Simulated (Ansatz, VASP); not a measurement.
Given: the input of a run of Ansatz 0.2.0 on Al.

Contents of input.yaml:

```yaml
crystal:
  lattice:
    - [0.0, 2.0382146954, 2.0382146954]
    - [2.0382146954, 0.0, 2.0382146954]
    - [2.0382146954, 2.0382146954, 0.0]
  atoms:
    - { symbol: Al, position: [0.0, 0.0, 0.0] }
hamiltonian:
  xc: lda
  pseudopotentials: { kind: paw }
kpoints:
  mp_grid: { grid: [11, 11, 11] }
scf:
  occupations: { method: fermi_dirac, width: 0.05 }
output:
  forces: true
  stress: true
  eigenvalues: true
```

Potentials or basis: Ansatz PAW.

Command:

```bash
$ ansatz run input.yaml --threads 2 --pin off --max-ram 5120MiB --backend cpu --events-out ev --progress --plain --runs-dir out
```

Q: Translate it to VASP 6.6.1. Potentials there: VASP PAW LDA potentials, release 64 (Al).

A: As run (the cutoff follows the program's own potentials):

The input INCAR:

```
PREC     = Accurate       # precision mode
ENCUT    = 520            # plane-wave cutoff, eV
EDIFF    = 1E-6           # SCF threshold, eV
ISMEAR   = -1             # smearing method
SIGMA    = 0.05           # smearing width, eV
LREAL    = False          # projectors in reciprocal space
LASPH    = True           # aspherical terms in the spheres
NELM     = 60             # most SCF steps
ALGO     = Normal         # electronic algorithm
ISIF     = 2              # what is computed and relaxed
LWAVE    = False          # write WAVECAR
LCHARG   = False          # write CHGCAR
NBANDS   = 8              # bands
```

The input KPOINTS:

```
Automatic mesh
0
Gamma
  11 11 11
```

File POSCAR:

```
Al
1.0
    0.0000000000      2.0382146954      2.0382146954
    2.0382146954      0.0000000000      2.0382146954
    2.0382146954      2.0382146954      0.0000000000
Al
1
Direct
    0.0000000000      0.0000000000      0.0000000000
```

Potentials or basis: VASP PAW LDA potentials, release 64 (Al).

The run is started by

```bash
$ cat potpaw_LDA.64/Al/POTCAR > POTCAR
$ mpirun -np 1 vasp_std > vasp.out
```

Both were run:

|  | VASP | Ansatz | Ansatz less VASP |
| --- | --- | --- | --- |
| gap on the k mesh at the Fermi level (eV) | none | none | - |
| pressure (GPa) | -4.9 | -4.9 | -0.04 |

LDA's correlation is that of Perdew and Zunger in VASP and of Perdew and Wang (1992) in Ansatz. A gap of «none» marks a metal or a gap that the smearing closes.
